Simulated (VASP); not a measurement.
# LiCl in VASP: notebook

The runs below take LiCl through electric field gradients, with PBE.

Program: VASP 6.6.1. These are calculated values, not measurements. Logs are shortened: lines on timing, memory, paths and dates and some standing lists are left out, and cuts for length are marked.

## Step 1: The cell of the first run

Symmetry: I4mm, No. 107, tetragonal system. Conventional cell: a = 3.627 Å, b = 3.627 Å, c = 5.130 Å, α = 90.00°, β = 90.00°, γ = 90.00°. Within 3.3 Å of Li (site symmetry 4mm) lie 6 Cl at 2.51 to 2.61 Å. Cl (site symmetry 4mm) has 6 Li at 2.51 to 2.61 Å within 3.3 Å.

## Step 2: Electric field gradients, PBE (atom 2 (Cl) moved by [0.0, 0.0, 0.05] A)

Contents of INCAR:

```
SYSTEM = LiCl
  ALGO = Normal
  EDIFF = 1E-8
  ENCUT = 520
  GGA = PE
  ISIF = 2
  ISMEAR = -1
  LASPH = .True.
  LCHARG = .False.
  LEFG = .True.
  LREAL = .False.
  LWAVE = .False.
  NBANDS = 12
  NELM = 80
  PREC = Accurate
  SIGMA = 0.03
```

Contents of KPOINTS:

```
k-points
0
Gamma
  9 9 9
  0 0 0
```

Contents of POSCAR:

```
LiCl
1.0
    0.0000000000      2.5647600000      2.5647600000
    2.5647600000      0.0000000000      2.5647600000
    2.5647600000      2.5647600000      0.0000000000
Li Cl
1 1
Direct
    0.0000000000      0.0000000000      0.0000000000
    0.5097475007      0.5097475007      0.4902524993
```

Potentials or basis: VASP PAW PBE potentials, release 64 (Li_sv, Cl).

Launch:

```
$ cat potpaw_PBE.64/Li_sv/POTCAR potpaw_PBE.64/Cl/POTCAR > POTCAR
$ mpirun -np 1 vasp_std > vasp.out
```

OUTCAR:

```text
SYSTEM = LiCl
   EDIFF = 1E-8
   ENCUT = 520
   GGA = PE
   ISIF = 2
   ISMEAR = -1
   LASPH = .True.
   LREAL = .False.
   NELM = 80
   PREC = Accurate

 ion  position               nearest neighbor table
   1  0.000  0.000  0.000-   2 2.51   2 2.57   2 2.57   2 2.57   2 2.57   2 2.61
   2  0.510  0.510  0.490-   1 2.51   1 2.57   1 2.57   1 2.57   1 2.57   1 2.61

  LATTYP: Found a face centered cubic cell.
 ALAT       =     5.1295200000

  Lattice vectors:

 A1 = (   0.0000000000,   2.5647600000,   2.5647600000)
 A2 = (   2.5647600000,   0.0000000000,   2.5647600000)
 A3 = (   2.5647600000,   2.5647600000,   0.0000000000)

Analysis of symmetry for initial positions (statically):
=====================================================================
 Subroutine PRICEL returns:
 Original cell was already a primitive cell.

 Routine SETGRP: Setting up the symmetry group for a
 face centered cubic supercell.

 Subroutine GETGRP returns: Found  8 space group operations
 (whereof  8 operations were pure point group operations)
 out of a pool of 48 trial point group operations.

The static configuration has the point symmetry C_4v.

Analysis of symmetry for dynamics (positions and initial velocities):
=====================================================================
 Subroutine PRICEL returns:
 Original cell was already a primitive cell.

 Routine SETGRP: Setting up the symmetry group for a
 face centered cubic supercell.

 Subroutine GETGRP returns: Found  8 space group operations
 (whereof  8 operations were pure point group operations)
 out of a pool of 48 trial point group operations.

The dynamic configuration has the point symmetry C_4v.

 Subroutine INISYM returns: Found  8 space group operations
 (whereof  8 operations are pure point group operations),
 and found     1 'primitive' translations

----------------------------------------------------------------------------------------

                                     Primitive cell

  volume of cell :      33.7420

  direct lattice vectors                    reciprocal lattice vectors
     0.000000000  2.564760000  2.564760000    -0.194950015  0.194950015  0.194950015
     2.564760000  0.000000000  2.564760000     0.194950015 -0.194950015  0.194950015
     2.564760000  2.564760000  0.000000000     0.194950015  0.194950015 -0.194950015

  length of vectors
     3.627118376  3.627118376  3.627118376     0.337663331  0.337663331  0.337663331

  position of ions in fractional coordinates (direct lattice)
     0.000000000  0.000000000  0.000000000
     0.509747501  0.509747501  0.490252499

  ion indices of the primitive-cell ions
   primitive index   ion index
                 1           1
                 2           2

----------------------------------------------------------------------------------------

 KPOINTS: k-points

Automatic generation of k-mesh.
 Grid dimensions read from file:
 generate k-points for:    9    9    9

 Generating k-lattice:

  Cartesian coordinates                     Fractional coordinates (reciprocal lattice)
    -0.021661113  0.021661113  0.021661113     0.111111111  0.000000000  0.000000000
     0.021661113 -0.021661113  0.021661113     0.000000000  0.111111111  0.000000000
     0.021661113  0.021661113 -0.021661113     0.000000000  0.000000000  0.111111111

  Length of vectors
     0.037518148  0.037518148  0.037518148

  Shift w.r.t. Gamma in fractional coordinates (k-lattice)
     0.000000000  0.000000000  0.000000000

 Subroutine IBZKPT returns following result:
 ===========================================

 Found     75 irreducible k-points:

 Following reciprocal coordinates:
            Coordinates               Weight
  0.000000  0.000000  0.000000      1.000000
  0.111111  0.000000  0.000000      8.000000
  0.222222  0.000000  0.000000      8.000000
  0.333333  0.000000  0.000000      8.000000
  0.444444  0.000000  0.000000      8.000000
  0.111111  0.111111  0.000000      2.000000
[... 16 lines left out ...]
  0.000000  0.222222  0.222222      4.000000
  0.333333  0.222222  0.000000      8.000000
 [... further k-points ...]
   k-points           NKPTS =     75   k-points in BZ     NKDIM =     75   number of bands    NBANDS=     12
   number of dos      NEDOS =    301   number of ions     NIONS =      2
   total plane-waves  NPLWV =  21952
   dimension x,y,z NGX =    28 NGY =   28 NGZ =   28
   dimension x,y,z NGXF=    56 NGYF=   56 NGZF=   56
   ions per type =               1   1
   NGX,Y,Z   is equivalent  to a cutoff of  12.83, 12.83, 12.83 a.u.
   NGXF,Y,Z  is equivalent  to a cutoff of  25.67, 25.67, 25.67 a.u.
 SYSTEM =  LiCl
   PREC   = accura    normal or accurate (medium, high low for compatibility)
   ISTART =      0    job   : 0-new  1-cont  2-samecut
   ICHARG =      2    charge: 1-file 2-atom 10-const
   ISPIN  =      1    spin polarized calculation?
   LNONCOLLINEAR =      F non collinear calculations
   LSORBIT =      F    spin-orbit coupling
   LASPH  =      T    aspherical Exc in radial PAW
   ENCUT  =  520.0 eV  38.22 Ry    6.18 a.u.   6.74  6.74  6.74*2*pi/ulx,y,z
   NELM   =     80;   NELMIN=  2; NELMDL= -5     # of ELM steps
   EDIFF  = 0.1E-07   stopping-criterion for ELM
   LREAL  =      F    real-space projection
   EDIFFG = 0.1E-06   stopping-criterion for IOM
   NSW    =      0    number of steps for IOM
   IBRION =     -1    ionic relax: 0-MD 1-quasi-New 2-CG
   NFREE  =      0    steps in history (QN), initial steepest desc. (CG)
   ISIF   =      2    stress and relaxation
   ISYM   =      2    0-nonsym 1-usesym 2-fastsym
   POTIM  = 0.5000    time-step for ionic-motion
   TEBEG  =    0.0;   TEEND  =   0.0 temperature during run
   PSTRESS=    0.0 pullay stress
   NELECT =      10.0000    total number of electrons
   NUPDOWN=      -1.0000    fix difference up-down
   EMIN   =  10.00;   EMAX   =-10.00  energy-range for DOS
   EFERMI =   0.00;   METHOD = LEGACY
   ISMEAR =    -1;   SIGMA  =   0.03  broadening in eV -4-tet -1-fermi 0-gaus
   EFERMI_NEDOS =   21; number of points for ismear=-14 and -15
   IALGO  =     38    algorithm
   IMIX   =      4    mixing-type and parameters
     AMIX     =   0.40;   BMIX     =  1.00
     AMIX_MAG =   1.60;   BMIX_MAG =  1.00
  volume/ion in A,a.u.               =      16.87       113.85
  Fermi-wavevector in a.u.,A,eV,Ry     =   1.091486  2.062609 16.209183  1.191341
  Thomas-Fermi vector in A             =   2.227732
   LORBIT       =      0    0 simple, 1 ext, 2 COOP (PROOUT), +10 PAW based schemes
   GGA     = PE    functional components
   LHFCALC =     F    Hartree Fock is set to
   AEXX    =    0.0000 exact exchange contribution
   IVDW    =     0    specifies the selected vdW correction
   LEPSILON=     F    determine dielectric tensor
   LRPA    =     F    only Hartree local field effects (RPA)
 non-spin polarized calculation
  energy-cutoff  :      520.00
  volume of cell :       33.74
 maximum number of plane-waves:       922
   NGX = 13   NGY = 13   NGZ = 13

 number of electron      10.0000002 magnetization

 Free energy of the ion-electron system (eV)
  ---------------------------------------------------
  ext. energy  EPLUGINS =         0.00000000
  ---------------------------------------------------
  free energy    TOTEN  =        -7.38490434 eV

  energy without entropy =       -7.38490434  energy(sigma->0) =       -7.38490434

 E-fermi :   1.3120     XC(G=0):  -8.7302

 val. band max:        0.5798187800   @ k =   0.0000   0.0000   0.0000
 cond. band min:       6.9194812886   @ k =   0.0000   0.0000   0.0000
 fundamental gap:      6.3396625086
 Fermi energy:         1.3120413927

 k-point     1 :       0.0000    0.0000    0.0000
  band No.  band energies     occupation
      1     -42.9409      2.00000
      2     -12.8176      2.00000
      3       0.5767      2.00000
      4       0.5798      2.00000
      5       0.5798      2.00000
      6       6.9195      0.00000
      7      12.5044      0.00000
      8      12.5044      0.00000
      9      12.5193      0.00000
     10      14.9678      0.00000
     11      15.1246      0.00000
     12      15.1249      0.00000
[... 331 lines left out ...]
 k-point    24 :       0.3333    0.2222    0.0000
  band No.  band energies     occupation
      1     -42.9387      2.00000
      2     -12.3599      2.00000
      3      -1.2849      2.00000
      4      -0.1219      2.00000
      5      -0.0623      2.00000
      6       9.1585      0.00000
      7      10.0563      0.00000
      8      10.3265      0.00000
      9      12.6785      0.00000
     10      13.7231      0.00000
     11      16.7726      0.00000
     12      18.5013      0.00000

 [... further k-points ...]
[... 5 lines left out ...]
  --------------------------------------------------------------------------------------
  -------------------------------------------------------------------------------------
  Total        0.0591189      0.0591189      0.0810918      0.0000000      0.0000000      0.0000000
  in kB        2.8071580      2.8071580      3.8505033      0.0000000      0.0000000      0.0000000
  external PRESSURE =       3.1549398 kB  Pullay stress =       0.0000000 kB

 VOLUME and BASIS-vectors are now :
 -----------------------------------------------------------------------------
  energy-cutoff  :      520.00
  volume of cell :       33.74
      direct lattice vectors                 reciprocal lattice vectors
     0.000000000  2.564760000  2.564760000    -0.194950015  0.194950015  0.194950015
     2.564760000  0.000000000  2.564760000     0.194950015 -0.194950015  0.194950015
     2.564760000  2.564760000  0.000000000     0.194950015  0.194950015 -0.194950015

 POSITION                                       TOTAL-FORCE (eV/Angst)
 -----------------------------------------------------------------------------------
      0.00000      0.00000      0.00000         0.000000      0.000000      0.034025
      2.56476      2.56476      2.61476         0.000000      0.000000     -0.034025
 -----------------------------------------------------------------------------------
    total drift:                               -0.000000     -0.000000      0.000073

  FREE ENERGIE OF THE ION-ELECTRON SYSTEM (eV)
  ---------------------------------------------------
  free  energy   TOTEN  =        -7.3849043444 eV

  energy  without entropy=       -7.3849043444  energy(sigma->0) =       -7.38490434

 Electric field gradients (V/A^2)
---------------------------------------------------------------------
 ion       V_xx      V_yy      V_zz      V_xy      V_xz      V_yz
---------------------------------------------------------------------
   1       0.002     0.002    -0.004     0.002     0.002     0.002
   2       0.069     0.069    -0.138     0.000     0.000     0.000
---------------------------------------------------------------------

 Electric field gradients after diagonalization (V/A^2)
 (convention: |V_zz| > |V_xx| > |V_yy|)
----------------------------------------------------------------------
 ion       V_xx      V_yy      V_zz     asymmetry (V_yy - V_xx)/ V_zz
----------------------------------------------------------------------
   1       0.004     0.000    -0.005       0.799
   2       0.069     0.069    -0.138       0.002
----------------------------------------------------------------------

           NMR quadrupolar parameters

 Cq : quadrupolar parameter    Cq=e*Q*V_zz/h
 eta: asymmetry parameters     (V_yy - V_xx)/ V_zz
 Q  : nuclear electric quadrupole moment in mb (millibarn)
----------------------------------------------------------------------
 ion       Cq(MHz)       eta       Q (mb)
----------------------------------------------------------------------
   1      -0.000       0.799       1.000
   2      -0.000       0.002       1.000
----------------------------------------------------------------------
```

Wall time 45 s (1 thread of Intel Xeon Platinum 8488C (Sapphire Rapids), shared host); peak memory 0.16 GiB.

Results:

```
Free energy            : -7.3849 eV
Largest force          : 0.034 eV/Å
Band gap on the k mesh : 6.34 eV, direct
```

Forces in eV/Å, atoms in the order of the input:
```
Li   0.000  0.000  0.034
Cl   0.000  0.000 -0.034
```

Levels at points of the mesh, in eV from the valence-band top:
| k point | band 2 | band 3 | band 4 | band 5 | band 6 | band 7 | band 8 | band 9 |
| --- | --- | --- | --- | --- | --- | --- | --- | --- |
| (0.00, 0.00, 0.00) | -13.40 | 0.00 | 0.00 | 0.00 | 6.34 | 11.92 | 11.92 | 11.94 |

Caveat: the cell differs from its parent crystal (atom 2 (Cl) moved by [0.0, 0.0, 0.05] A); the cutoff is under 1.25 times the usual one of these potentials, so pressure, stress and relaxed cells hold a basis-set (Pulay) error; without QUAD_EFG the Cq values of the log hold for a quadrupole moment of 1 mb, not for the nuclei. A k mesh can miss the band edges.

## Step 3: Electric field gradients, PBE (xy shear strain of -1 %)

Contents of INCAR:

```
SYSTEM = LiCl
  PREC = Accurate
  ENCUT = 520
  EDIFF = 1E-8
  ISMEAR = -1
  SIGMA = 0.03
  LREAL = .False.
  LASPH = .True.
  NELM = 80
  ALGO = Normal
  ISIF = 2
  LWAVE = .False.
  LCHARG = .False.
  GGA = PE
  LEFG = .True.
  NBANDS = 12
```

Contents of KPOINTS:

```
Automatic mesh
0
Gamma
  9 9 9
  0 0 0
```

Contents of POSCAR:

```
LiCl
1.0
   -0.0128238000      2.5647600000      2.5647600000
    2.5647600000     -0.0128238000      2.5647600000
    2.5519362000      2.5519362000      0.0000000000
Li Cl
1 1
Direct
    0.0000000000      0.0000000000      0.0000000000
    0.5000000000      0.5000000000      0.5000000000
```

Potentials or basis: VASP PAW PBE potentials, release 64 (Li_sv, Cl).

Launch:

```
$ cat potpaw_PBE.64/Li_sv/POTCAR potpaw_PBE.64/Cl/POTCAR > POTCAR
$ mpirun -np 1 vasp_std > vasp.out
```

OUTCAR:

```text
SYSTEM = LiCl
   PREC = Accurate
   ENCUT = 520
   EDIFF = 1E-8
   ISMEAR = -1
   LREAL = .False.
   LASPH = .True.
   NELM = 80
   ISIF = 2
   GGA = PE

 ion  position               nearest neighbor table
   1  0.000  0.000  0.000-   2 2.56   2 2.56   2 2.56   2 2.56   2 2.56   2 2.56
   2  0.500  0.500  0.500-   1 2.56   1 2.56   1 2.56   1 2.56   1 2.56   1 2.56

  LATTYP: Found a body centered orthorhombic cell.
 ALAT       =     3.6089827844
 B/A-ratio  =     1.0100502513
 C/A-ratio  =     1.4213201632

  Lattice vectors:

 A1 = (   0.0128238000,  -2.5647600000,  -2.5647600000)
 A2 = (  -0.0128238000,   2.5647600000,  -2.5647600000)
 A3 = (   2.5647600000,  -0.0128238000,   2.5647600000)

Analysis of symmetry for initial positions (statically):
=====================================================================
 Subroutine PRICEL returns:
 Original cell was already a primitive cell.

 Routine SETGRP: Setting up the symmetry group for a
 body centered orthorhombic supercell.

[... 550 lines left out ...]
     2.564760000 -0.012823800  2.564760000     0.193980114 -0.193980114  0.194950015
     2.551936200  2.551936200  0.000000000     0.195929663  0.195929663 -0.194950015

 POSITION                                       TOTAL-FORCE (eV/Angst)
 -----------------------------------------------------------------------------------
      0.00000      0.00000      0.00000         0.000000      0.000000      0.000000
      2.55194      2.55194      2.56476         0.000000     -0.000000     -0.000000
 -----------------------------------------------------------------------------------
    total drift:                                0.000000      0.000000      0.000000

  FREE ENERGIE OF THE ION-ELECTRON SYSTEM (eV)
  ---------------------------------------------------
  free  energy   TOTEN  =        -7.3854870706 eV

  energy  without entropy=       -7.3854870706  energy(sigma->0) =       -7.38548707

 Electric field gradients (V/A^2)
---------------------------------------------------------------------
 ion       V_xx      V_yy      V_zz      V_xy      V_xz      V_yz
---------------------------------------------------------------------
   1      -0.000    -0.000     0.000     0.023     0.001     0.001
   2      -0.008    -0.008     0.017    -1.888    -0.001    -0.001
---------------------------------------------------------------------

 Electric field gradients after diagonalization (V/A^2)
 (convention: |V_zz| > |V_xx| > |V_yy|)
----------------------------------------------------------------------
 ion       V_xx      V_yy      V_zz     asymmetry (V_yy - V_xx)/ V_zz
----------------------------------------------------------------------
   1       0.023     0.000    -0.023       0.989
   2       1.879     0.017    -1.896       0.982
----------------------------------------------------------------------

           NMR quadrupolar parameters

 Cq : quadrupolar parameter    Cq=e*Q*V_zz/h
 eta: asymmetry parameters     (V_yy - V_xx)/ V_zz
 Q  : nuclear electric quadrupole moment in mb (millibarn)
----------------------------------------------------------------------
 ion       Cq(MHz)       eta       Q (mb)
----------------------------------------------------------------------
   1      -0.000       0.989       1.000
   2      -0.005       0.982       1.000
----------------------------------------------------------------------
```

OSZICAR:

```text
N       E                     dE             d eps       ncg     rms          rms(c)
DAV:   1     0.410173167241E+02    0.41017E+02   -0.41098E+03  3000   0.770E+02
DAV:   2    -0.492218772678E+01   -0.45940E+02   -0.43611E+02  3764   0.144E+02
DAV:   3    -0.738590612471E+01   -0.24637E+01   -0.24561E+01  3988   0.345E+01
DAV:   4    -0.744951361717E+01   -0.63607E-01   -0.63587E-01  4156   0.558E+00
DAV:   5    -0.745022342077E+01   -0.70980E-03   -0.70979E-03  3992   0.555E-01    0.239E+00
DAV:   6    -0.737970263806E+01    0.70521E-01   -0.15281E-01  3732   0.182E+00    0.170E+00
DAV:   7    -0.738138444847E+01   -0.16818E-02   -0.49556E-02  4488   0.116E+00    0.927E-01
DAV:   8    -0.738546189866E+01   -0.40775E-02   -0.63661E-03  3616   0.548E-01    0.156E-01
DAV:   9    -0.738542422859E+01    0.37670E-04   -0.19767E-04  3772   0.986E-02    0.544E-02
DAV:  10    -0.738548545441E+01   -0.61226E-04   -0.12132E-04  3548   0.737E-02    0.515E-02
DAV:  11    -0.738548677678E+01   -0.13224E-05   -0.13972E-05  3952   0.236E-02    0.200E-03
DAV:  12    -0.738548715442E+01   -0.37764E-06   -0.51189E-07  3724   0.529E-03    0.494E-03
DAV:  13    -0.738548703184E+01    0.12258E-06   -0.17689E-07  3816   0.270E-03    0.433E-04
DAV:  14    -0.738548707344E+01   -0.41601E-07   -0.30172E-09  2796   0.453E-04    0.292E-04
DAV:  15    -0.738548707064E+01    0.28008E-08   -0.10534E-09  1988   0.257E-04
   1 F= -.73854871E+01 E0= -.73854871E+01  d E =-.660382E-12
```

Run time: 69 s. Hardware: 1 thread of Intel Xeon Platinum 8488C (Sapphire Rapids), shared host; peak memory 0.18 GiB.

What came out:

```yaml
Free_energy: -7.3855 eV
Band_gap_on_the_k_mesh: 6.31 eV, direct
```

Electric field gradients, principal values (V/Å²):
| atom | least | middle | greatest (by size) |
| --- | --- | --- | --- |
| 1 Li | 0.000 | -0.023 | 0.023 |
| 2 Cl | 0.017 | 1.879 | -1.896 |

Caveat: the cell differs from its parent crystal (xy shear strain of -1 %); the cutoff is under 1.25 times the usual one of these potentials, so pressure, stress and relaxed cells hold a basis-set (Pulay) error; without QUAD_EFG the Cq values of the log hold for a quadrupole moment of 1 mb, not for the nuclei. A k mesh can miss the band edges.

[end of part 1 of 2]
